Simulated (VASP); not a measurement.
Wanted: the native input for a VASP 6.6.1 run.

* Task: single point
* Functional: PBE
* Potentials or basis: VASP PAW PBE potentials, release 64 (Rh_pv)
* Cutoff: 500 eV
* k mesh: 15 × 15 × 15
* Occupations: fermi-dirac, width 0.1 eV
* Spin: no spin polarisation
* Dipole correction: no
* Further INCAR settings: ALGO = Normal; EDIFF = 1e-06; NBANDS = 14

The structure of Rh lies in POSCAR:

```
Rh
1.0
    2.3553083672      0.0000000000      0.0000000000
    0.0000000000      2.3553083672      0.0000000000
    0.0000000000      0.0000000000      2.3553083672
Rh
1
Direct
    0.0000000000      0.0000000000      0.0000000000
```

This cell differs from its parent crystal: volume scaled by 0.8.

These files were run (other wordings do the same):

INCAR

```
SYSTEM = Rh
ALGO     = Normal         ! electronic algorithm
EDIFF    = 1E-6           ! SCF threshold, eV
ENCUT    = 500            ! plane-wave cutoff, eV
GGA      = PE             ! functional
GGA_COMPAT= .FALSE.      
ISIF     = 2              ! what is computed and relaxed
ISMEAR   = -1             ! smearing method
LASPH    = .TRUE.         ! aspherical terms in the spheres
LCHARG   = .FALSE.        ! write CHGCAR
LREAL    = .FALSE.        ! projectors in reciprocal space
LWAVE    = .FALSE.        ! write WAVECAR
NBANDS   = 14             ! bands
NELM     = 120            ! most SCF steps
PREC     = Accurate       ! precision mode
SIGMA    = 0.1            ! smearing width, eV
```

KPOINTS

```
k-points
0
G
  15 15 15
  0 0 0
```

Potentials or basis: VASP PAW PBE potentials, release 64 (Rh_pv).

Command:

```console
$ cat potpaw_PBE.64/Rh_pv/POTCAR > POTCAR
$ mpirun -np 1 vasp_std > vasp.out
```

It gave:

```json
{"Pressure": "71.5 GPa"}
```

Wall time 17 s on 1 thread of AMD EPYC 7R13, with other jobs on the host, peak memory 0.1 GiB.
